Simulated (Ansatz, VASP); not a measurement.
Two plane-wave programs on Nb2SiO3

```
Nb Si O
1.0
     2.60314   -4.47773    0.00744
     2.60314    4.47773    0.00744
    -0.01121    0.00000    3.08816
Nb Si O
2 1 3
Direct
  0.66967 0.33033 0.00000
  0.33033 0.66967 0.00000
  0.00000 0.00000 0.00000
  0.00000 0.50000 0.50000
  0.50000 0.00000 0.50000
  0.50000 0.50000 0.50000
```

Change from the starting cell: species swapped into the YB2Ir3 type (C2/m, No. 12).

Alike in both runs: functional PBE; k mesh 3 × 3 × 4; occupations gaussian, width 0.15 eV; no spin polarisation.

Ansatz relaxed the structure, and its values are those at the end. VASP's run is a single point on that final structure, the one shown.

```csv
,VASP,Ansatz
version,VASP 6.6.1,Ansatz 0.2.0
potentials or method,"VASP PAW PBE potentials, release 64 (Nb_sv, Si, O), cutoff 600 eV","scalar-relativistic, plane waves, PAW"
valence electrons in the cell,48,48
```

```csv
,VASP,Ansatz,Ansatz less VASP
gap on the k mesh at the Fermi level (eV),none,none,-
pressure (GPa),-0.3,0.1,+0.42
rms of the force components (eV/Å),0.015,0.015,-0.0006
```

A gap of «none» marks a metal or a gap that the smearing closes. With one functional, cell and mesh, what is left measures potentials, basis and numerics.

The k mesh is coarse, so the values compare programs but aren't converged.
